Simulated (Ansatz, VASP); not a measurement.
**C: VASP beside Ansatz**

```
C
1.0
    -2.51134    0.00000    0.00000
    -1.25567   -2.17488    0.00000
     0.50227    0.72496   10.33600
C
10
Direct
  0.76257 0.02482 0.87415
  0.75761 0.97518 0.72525
  0.07096 0.10870 0.12579
  0.74922 0.89130 0.47361
  0.07593 0.15837 0.27481
  0.74425 0.84163 0.32459
  0.09758 0.37485 0.92426
  0.42260 0.62515 0.67514
  0.40262 0.42533 0.07570
  0.41756 0.57467 0.52370
```

Alike in both runs: task single point; functional r2SCAN; k mesh 10 × 10 × 3; occupations gaussian, width 0.05 eV; no spin polarisation.

```csv
,VASP,Ansatz
version,VASP 6.6.1,Ansatz 0.2.0
potentials or method,"VASP PAW PBE potentials, release 64 (C), cutoff 520 eV","scalar-relativistic, plane waves, PAW"
valence electrons in the cell,40,40
```

Ansatz gave:

* gap on the k mesh at the Fermi level (eV): 2.51
* least direct gap on the mesh (eV): 4.90
* pressure (GPa): 1.2
* traceless stress, the component that is largest in VASP (GPa): 30.43
* rms of the force components (eV/Å): 1.259

Task: Which values does VASP return?

Result: gap on the k mesh at the Fermi level (eV): 2.50; least direct gap on the mesh (eV): 4.86; pressure (GPa): 2.3; traceless stress, the component that is largest in VASP (GPa): 30.41; rms of the force components (eV/Å): 1.253.

VASP's potentials were made for PBE, not for r2SCAN. Atom by atom the forces differ by 0.010 eV/Å (rms over components). The functional is the same, so the differences come from potentials, cutoffs and numerics.
